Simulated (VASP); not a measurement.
# AlAs (d.b) (F-43m) in VASP: a series of runs

The runs below take AlAs (d.b) through single point, with PBE+D3(BJ).

Everything below comes from runs of VASP 6.6.1. Logs are shortened: lines on timing, memory, paths and dates and some standing lists are left out, and cuts for length are marked.

**1. The cell of the first run**

The structure is cubic, space group F-43m (No. 216). Conventional cell: a = 5.680 Å, b = 5.680 Å, c = 5.680 Å, α = 90.00°, β = 90.00°, γ = 90.00°. Al (site symmetry -43m) has 4 As at 2.46 Å within 3.2 Å. Within 3.2 Å of As (site symmetry -43m) lie 4 Al at 2.46 Å.

**2. Single point, PBE+D3(BJ)**

The input, INCAR:

```
SYSTEM = AlAs
PREC = Accurate ; ENCUT = 500
EDIFF = 1E-6 ; ISMEAR = 0
SIGMA = 0.1 ; LREAL = .False.
LASPH = .True. ; NELM = 120
ALGO = Normal ; ISIF = 2
LWAVE = .False. ; LCHARG = .False.
GGA = PE ; IVDW = 12
NBANDS = 11 ; GGA_COMPAT = .False.
```

The input, KPOINTS:

```
regular mesh
0
Gamma
  6 6 6
  0 0 0
```

The input, POSCAR:

```
AlAs
1.0
    0.0000000000      2.8400000000      2.8400000000
    2.8400000000      0.0000000000      2.8400000000
    2.8400000000      2.8400000000      0.0000000000
Al As
1 1
Direct
    0.0000000000      0.0000000000      0.0000000000
    0.2500000000      0.2500000000      0.2500000000
```

Potentials or basis: VASP PAW PBE potentials, release 64 (Al, As).

On the command line:

```
cat potpaw_PBE.64/Al/POTCAR potpaw_PBE.64/As/POTCAR > POTCAR
mpirun -np 1 vasp_std > vasp.out
```

OUTCAR:

```text
SYSTEM = AlAs
   PREC = Accurate
   ENCUT = 500
   EDIFF = 1E-6
   ISMEAR = 0
   LREAL = .False.
   LASPH = .True.
   NELM = 120
   ISIF = 2
   GGA = PE
   IVDW = 12
 IVDW          = 12

 ion  position               nearest neighbor table
   1  0.000  0.000  0.000-   2 2.46   2 2.46   2 2.46   2 2.46
   2  0.250  0.250  0.250-   1 2.46   1 2.46   1 2.46   1 2.46

  LATTYP: Found a face centered cubic cell.
 ALAT       =     5.6800000000

  Lattice vectors:

 A1 = (   0.0000000000,   2.8400000000,   2.8400000000)
 A2 = (   2.8400000000,   0.0000000000,   2.8400000000)
 A3 = (   2.8400000000,   2.8400000000,   0.0000000000)

Analysis of symmetry for initial positions (statically):
=====================================================================
 Subroutine PRICEL returns:
 Original cell was already a primitive cell.

 Routine SETGRP: Setting up the symmetry group for a
 face centered cubic supercell.

 Subroutine GETGRP returns: Found 24 space group operations
 (whereof 24 operations were pure point group operations)
 out of a pool of 48 trial point group operations.

The static configuration has the point symmetry T_d .

Analysis of symmetry for dynamics (positions and initial velocities):
=====================================================================
 Subroutine PRICEL returns:
 Original cell was already a primitive cell.

 Routine SETGRP: Setting up the symmetry group for a
 face centered cubic supercell.

 Subroutine GETGRP returns: Found 24 space group operations
 (whereof 24 operations were pure point group operations)
 out of a pool of 48 trial point group operations.

The dynamic configuration has the point symmetry T_d .

 Subroutine INISYM returns: Found 24 space group operations
 (whereof 24 operations are pure point group operations),
 and found     1 'primitive' translations

----------------------------------------------------------------------------------------

                                     Primitive cell

  volume of cell :      45.8126

  direct lattice vectors                    reciprocal lattice vectors
     0.000000000  2.840000000  2.840000000    -0.176056338  0.176056338  0.176056338
     2.840000000  0.000000000  2.840000000     0.176056338 -0.176056338  0.176056338
     2.840000000  2.840000000  0.000000000     0.176056338  0.176056338 -0.176056338

  length of vectors
     4.016366517  4.016366517  4.016366517     0.304938522  0.304938522  0.304938522

  position of ions in fractional coordinates (direct lattice)
     0.000000000  0.000000000  0.000000000
     0.250000000  0.250000000  0.250000000

  ion indices of the primitive-cell ions
   primitive index   ion index
                 1           1
                 2           2

----------------------------------------------------------------------------------------

 KPOINTS: regular mesh

Automatic generation of k-mesh.
 Grid dimensions read from file:
 generate k-points for:    6    6    6

 Generating k-lattice:

  Cartesian coordinates                     Fractional coordinates (reciprocal lattice)
    -0.029342723  0.029342723  0.029342723     0.166666667  0.000000000  0.000000000
     0.029342723 -0.029342723  0.029342723     0.000000000  0.166666667  0.000000000
     0.029342723  0.029342723 -0.029342723     0.000000000  0.000000000  0.166666667

  Length of vectors
     0.050823087  0.050823087  0.050823087

  Shift w.r.t. Gamma in fractional coordinates (k-lattice)
     0.000000000  0.000000000  0.000000000

 Subroutine IBZKPT returns following result:
 ===========================================

 Found     16 irreducible k-points:

 Following reciprocal coordinates:
            Coordinates               Weight
  0.000000  0.000000  0.000000      1.000000
  0.166667  0.000000  0.000000      8.000000
  0.333333  0.000000  0.000000      8.000000
  0.500000  0.000000  0.000000      4.000000
  0.166667  0.166667  0.000000      6.000000
  0.333333  0.166667  0.000000     24.000000
[... 8 lines left out ...]
 -0.333333  0.333333  0.166667     24.000000
 -0.333333  0.500000  0.166667     12.000000
   k-points           NKPTS =     16   k-points in BZ     NKDIM =     16   number of bands    NBANDS=     11
   number of dos      NEDOS =    301   number of ions     NIONS =      2
   total plane-waves  NPLWV =  27000
   dimension x,y,z NGX =    30 NGY =   30 NGZ =   30
   dimension x,y,z NGXF=    60 NGYF=   60 NGZF=   60
   ions per type =               1   1
   NGX,Y,Z   is equivalent  to a cutoff of  12.42, 12.42, 12.42 a.u.
   NGXF,Y,Z  is equivalent  to a cutoff of  24.84, 24.84, 24.84 a.u.
 SYSTEM =  AlAs
   PREC   = accura    normal or accurate (medium, high low for compatibility)
   ISTART =      0    job   : 0-new  1-cont  2-samecut
   ICHARG =      2    charge: 1-file 2-atom 10-const
   ISPIN  =      1    spin polarized calculation?
   LNONCOLLINEAR =      F non collinear calculations
   LSORBIT =      F    spin-orbit coupling
   LASPH  =      T    aspherical Exc in radial PAW
   ENCUT  =  500.0 eV  36.75 Ry    6.06 a.u.   7.32  7.32  7.32*2*pi/ulx,y,z
   NELM   =    120;   NELMIN=  2; NELMDL= -5     # of ELM steps
   EDIFF  = 0.1E-05   stopping-criterion for ELM
   LREAL  =      F    real-space projection
   EDIFFG = 0.1E-04   stopping-criterion for IOM
   NSW    =      0    number of steps for IOM
   IBRION =     -1    ionic relax: 0-MD 1-quasi-New 2-CG
   NFREE  =      0    steps in history (QN), initial steepest desc. (CG)
   ISIF   =      2    stress and relaxation
   ISYM   =      2    0-nonsym 1-usesym 2-fastsym
   POTIM  = 0.5000    time-step for ionic-motion
   TEBEG  =    0.0;   TEEND  =   0.0 temperature during run
   PSTRESS=    0.0 pullay stress
   NELECT =       8.0000    total number of electrons
   NUPDOWN=      -1.0000    fix difference up-down
   EMIN   =  10.00;   EMAX   =-10.00  energy-range for DOS
   EFERMI =   0.00;   METHOD = LEGACY
   ISMEAR =     0;   SIGMA  =   0.10  broadening in eV -4-tet -1-fermi 0-gaus
   EFERMI_NEDOS =   21; number of points for ismear=-14 and -15
   IALGO  =     38    algorithm
   IMIX   =      4    mixing-type and parameters
     AMIX     =   0.40;   BMIX     =  1.00
     AMIX_MAG =   1.60;   BMIX_MAG =  1.00
  volume/ion in A,a.u.               =      22.91       154.58
  Fermi-wavevector in a.u.,A,eV,Ry     =   0.915046  1.729187 11.392295  0.837310
  Thomas-Fermi vector in A             =   2.039743
   LORBIT       =      0    0 simple, 1 ext, 2 COOP (PROOUT), +10 PAW based schemes
   GGA     = PE    functional components
   LHFCALC =     F    Hartree Fock is set to
   AEXX    =    0.0000 exact exchange contribution
   IVDW    =    12    specifies the selected vdW correction
   LEPSILON=     F    determine dielectric tensor
   LRPA    =     F    only Hartree local field effects (RPA)
 non-spin polarized calculation
 Gauss-broadening in eV      SIGMA  =   0.10
  energy-cutoff  :      500.00
  volume of cell :       45.81
 maximum number of plane-waves:      1211
 NGX is ok and might be reduce to    30
   NGX = 15   NGY = 15   NGZ = 15

 number of electron       7.9999999 magnetization

 Free energy of the ion-electron system (eV)
  ---------------------------------------------------
  ext. energy  EPLUGINS =         0.00000000
  ---------------------------------------------------
  free energy    TOTEN  =        -9.36981314 eV

  energy without entropy =       -9.36981314  energy(sigma->0) =       -9.36981314

 E-fermi :   4.2700     XC(G=0):  -8.9995

 val. band max:        3.8086496491   @ k =   0.0000   0.0000   0.0000
 cond. band min:       5.2576798162   @ k =   0.5000   0.5000   0.0000
 fundamental gap:      1.4490301671
 Fermi energy:         4.2700422199

 k-point     1 :       0.0000    0.0000    0.0000
  band No.  band energies     occupation
      1      -7.9995      2.00000
      2       3.8086      2.00000
      3       3.8086      2.00000
      4       3.8086      2.00000
      5       5.7881      0.00000
      6       8.0748      0.00000
      7       8.0748      0.00000
      8       8.0748      0.00000
      9      12.6225      0.00000
     10      12.7968      0.00000
     11      12.7968      0.00000

 k-point     2 :       0.1667    0.0000    0.0000
  band No.  band energies     occupation
      1      -7.7346      2.00000
      2       1.7181      2.00000
      3       3.5478      2.00000
      4       3.5478      2.00000
      5       6.5814      0.00000
      6       8.5079      0.00000
      7       8.5079      0.00000
      8       8.9573      0.00000
      9      12.0234      0.00000
     10      12.0234      0.00000
     11      13.5059      0.00000

 k-point     3 :       0.3333    0.0000    0.0000
  band No.  band energies     occupation
      1      -7.0655      2.00000
      2      -0.6551      2.00000
      3       3.1503      2.00000
      4       3.1503      2.00000
      5       6.1368      0.00000
      6       8.6536      0.00000
      7       8.6536      0.00000
      8      11.2613      0.00000
      9      12.8219      0.00000
     10      12.8219      0.00000
     11      13.1272      0.00000

 k-point     4 :       0.5000    0.0000    0.0000
  band No.  band energies     occupation
      1      -6.6009      2.00000
      2      -1.7208      2.00000
      3       2.9898      2.00000
      4       2.9898      2.00000
      5       5.9117      0.00000
      6       8.4776      0.00000
      7       8.4776      0.00000
      8      11.5380      0.00000
      9      14.9202      0.00000
     10      15.3198      0.00000
     11      15.3198      0.00000

 k-point     5 :       0.1667    0.1667    0.0000
  band No.  band energies     occupation
      1      -7.6451      2.00000
      2       1.8023      2.00000
      3       3.0332      2.00000
      4       3.0332      2.00000
      5       7.0801      0.00000
      6       7.6826      0.00000
      7       9.3922      0.00000
      8       9.3922      0.00000
      9      10.7233      0.00000
     10      13.2810      0.00000
     11      14.4048      0.00000
[... 99 lines left out ...]
 k-point    13 :       0.5000    0.5000    0.0000
  band No.  band energies     occupation
      1      -6.0592      2.00000
      2      -1.5909      2.00000
      3       1.6559      2.00000
      4       1.6559      2.00000
      5       5.2577      0.00000
      6       6.0977      0.00000
      7      14.0631      0.00000
      8      14.0631      0.00000
      9      15.4735      0.00000
     10      16.3068      0.00000
     11      16.3068      0.00000

 k-point    14 :       0.5000    0.3333    0.1667
  band No.  band energies     occupation
      1      -6.5476      2.00000
      2      -0.8084      2.00000
      3       1.1161      2.00000
      4       2.1781      2.00000
      5       7.4680      0.00000
      6       8.3201      0.00000
      7       8.9435      0.00000
      8      11.6799      0.00000
      9      13.0208      0.00000
     10      14.4522      0.00000
     11      16.7501      0.00000

 k-point    15 :      -0.3333    0.3333    0.1667
  band No.  band energies     occupation
      1      -6.1940      2.00000
      2      -1.2864      2.00000
      3       0.6686      2.00000
      4       1.8035      2.00000
      5       7.7300      0.00000
      6       8.3691      0.00000
      7      10.4713      0.00000
      8      11.1836      0.00000
      9      12.1081      0.00000
     10      15.2326      0.00000
     11      16.5046      0.00000

 k-point    16 :      -0.3333    0.5000    0.1667
  band No.  band energies     occupation
      1      -6.0360      2.00000
      2      -1.3587      2.00000
      3       0.9053      2.00000
      4       1.1491      2.00000
      5       6.9779      0.00000
      6       7.9010      0.00000
      7      10.8888      0.00000
      8      11.5841      0.00000
      9      14.3307      0.00000
     10      16.0254      0.00000
     11      16.3070      0.00000

------------------------ aborting loop because EDIFF is reached ----------------------------------------

 Edisp (eV)   -0.62738

 E8    (eV) :    -0.2741

  FORCE on cell =-STRESS in cart. coord.  units (eV):
  Direction    XX          YY          ZZ          XY          YZ          ZX
  --------------------------------------------------------------------------------------
  -------------------------------------------------------------------------------------
  Total      -0.11066    -0.11066    -0.11066     0.00000    -0.00000     0.00000
  in kB      -3.86994    -3.86994    -3.86994     0.00000    -0.00000     0.00000
  external pressure =       -3.87 kB  Pullay stress =        0.00 kB

 VOLUME and BASIS-vectors are now :
 -----------------------------------------------------------------------------
  energy-cutoff  :      500.00
  volume of cell :       45.81
      direct lattice vectors                 reciprocal lattice vectors
     0.000000000  2.840000000  2.840000000    -0.176056338  0.176056338  0.176056338
     2.840000000  0.000000000  2.840000000     0.176056338 -0.176056338  0.176056338
     2.840000000  2.840000000  0.000000000     0.176056338  0.176056338 -0.176056338

 POSITION                                       TOTAL-FORCE (eV/Angst)
 -----------------------------------------------------------------------------------
      0.00000      0.00000      0.00000         0.000000      0.000000      0.000000
      1.42000      1.42000      1.42000        -0.000000      0.000000     -0.000000
 -----------------------------------------------------------------------------------
    total drift:                               -0.000000     -0.000000     -0.000000

  FREE ENERGIE OF THE ION-ELECTRON SYSTEM (eV)
  ---------------------------------------------------
  free  energy   TOTEN  =        -9.9971922904 eV

  energy  without entropy=       -9.9971922904  energy(sigma->0) =       -9.99719229
```

Run time: 14 s. Hardware: 1 thread of AMD EPYC 7R43 (Zen 3), shared host; peak memory 0.14 GiB.

Results:

* Free energy: -9.9972 eV
* Pressure: -0.4 GPa
* Band gap on the k mesh: 1.45 eV, indirect (least direct gap 1.98 eV)
* Dispersion energy per atom: -0.314 eV

Levels at points of the mesh, in eV from the valence-band top:
```
           k point  band 2  band 3  band 4  band 5  band 6  band 7
(0.00, 0.00, 0.00)    0.00    0.00    0.00    1.98    4.27    4.27
(0.50, 0.00, 0.00)   -5.53   -0.82   -0.82    2.10    4.67    4.67
(0.50, 0.50, 0.00)   -5.40   -2.15   -2.15    1.45    2.29   10.25
```

**3. Single point, PBE+D3(BJ)**

This run uses another cell than the first one, of 22.72 Å³/atom, 0.992 times its volume.

The input, INCAR:

```
SYSTEM = AlAs
  PREC = Accurate
  ENCUT = 500
  EDIFF = 1E-6
  ISMEAR = 0
  SIGMA = 0.02
  LREAL = .False.
  LASPH = .True.
  NELM = 120
  ALGO = Normal
  ISIF = 2
  LWAVE = .False.
  LCHARG = .False.
  GGA = PE
  IVDW = 12
  NBANDS = 11
  GGA_COMPAT = .False.
```

The input, KPOINTS:

```
regular mesh
0
Gamma
  8 8 8
  0 0 0
```

The input, POSCAR:

```
AlAs
1.0
    0.0000000000      2.8321860578      2.8321860578
    2.8321860578      0.0000000000      2.8321860578
    2.8321860578      2.8321860578      0.0000000000
Al As
1 1
Direct
    0.0000000000      0.0000000000      0.0000000000
    0.2500000000      0.2500000000      0.2500000000
```

Potentials or basis: VASP PAW PBE potentials, release 64 (Al, As).

On the command line:

```
cat potpaw_PBE.64/Al/POTCAR potpaw_PBE.64/As/POTCAR > POTCAR
mpirun -np 1 vasp_std > vasp.out
```

Wall time 15 s (1 thread of AMD EPYC 7R43 (Zen 3), shared host); peak memory 0.14 GiB.

It converged, with:

* Free energy: -10.0079 eV
* Pressure: 0.2 GPa
* Band gap on the k mesh: 1.44 eV, indirect (least direct gap 2.05 eV)
* Dispersion energy per atom: -0.317 eV

Levels at points of the mesh, in eV from the valence-band top:
```csv
k point,band 2,band 3,band 4,band 5,band 6,band 7
"(0.00, 0.00, 0.00)",0.00,0.00,0.00,2.05,4.28,4.28
"(0.50, 0.00, 0.00)",-5.56,-0.82,-0.82,2.14,4.68,4.68
"(0.50, 0.50, 0.00)",-5.43,-2.17,-2.17,1.44,2.29,10.32
```

A k mesh can miss the band edges.
